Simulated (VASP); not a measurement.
Set up this calculation in VASP 6.6.1, as the native input.

```yaml
Task: single point
Functional: PBE
Potentials_or_basis: VASP PAW PBE potentials, release 64 (I, S, Li_sv)
Cutoff: 520 eV
k_mesh: 4 × 4 × 4
Occupations: gaussian, width 0.01 eV
Spin: no spin polarisation
Dipole_correction: no
Further_INCAR_settings: ALGO = Normal; EDIFF = 1e-06; NBANDS = 19
```

The structure of Li3SI lies in POSCAR:

```
Li3SI
1.0
    4.6401204253      0.0000000000      0.0000000000
    0.0000000000      4.6401204253      0.0000000000
    0.0000000000      0.0000000000      4.6401204253
I S Li
1 1 3
Direct
    0.0000000000      0.0000000000      0.0000000000
    0.5000000000      0.5000000000      0.5000000000
    0.5000000000      0.5000000000      0.0000000000
    0.5000000000      0.0000000000      0.5000000000
    0.0000000000      0.5000000000      0.5000000000
```

This cell differs from its parent crystal: volume changed by -6%.

One way to write it, as run:

INCAR

```
PREC     = Accurate       # precision mode
ENCUT    = 520            # plane-wave cutoff, eV
EDIFF    = 1E-6           # SCF threshold, eV
ISMEAR   = 0              # smearing method
SIGMA    = 0.01           # smearing width, eV
LREAL    = F              # projectors in reciprocal space
LASPH    = T              # aspherical terms in the spheres
NELM     = 80             # most SCF steps
ALGO     = Normal         # electronic algorithm
ISIF     = 2              # what is computed and relaxed
LWAVE    = F              # write WAVECAR
LCHARG   = F              # write CHGCAR
GGA      = PE             # functional
NBANDS   = 19             # bands
```

KPOINTS

```
regular mesh
0
Gamma
  4 4 4
```

Potentials or basis: VASP PAW PBE potentials, release 64 (I, S, Li_sv).

The run is started by

```console
$ cat potpaw_PBE.64/I/POTCAR potpaw_PBE.64/S/POTCAR potpaw_PBE.64/Li_sv/POTCAR > POTCAR
$ mpirun -np 1 vasp_std > vasp.out
```

It gave:

| Quantity | Value |
| --- | --- |
| Band gap on the k mesh | 3.45 eV, direct |

Caveat: spin-orbit coupling is left out, which moves the levels of the heavy elements.

It took 30 s on 1 thread of Intel(R) Xeon(R) Platinum 8259CL CPU @ 2.50GHz (Skylake/Cascade Lake) (shared host), peak memory 0.21 GiB.
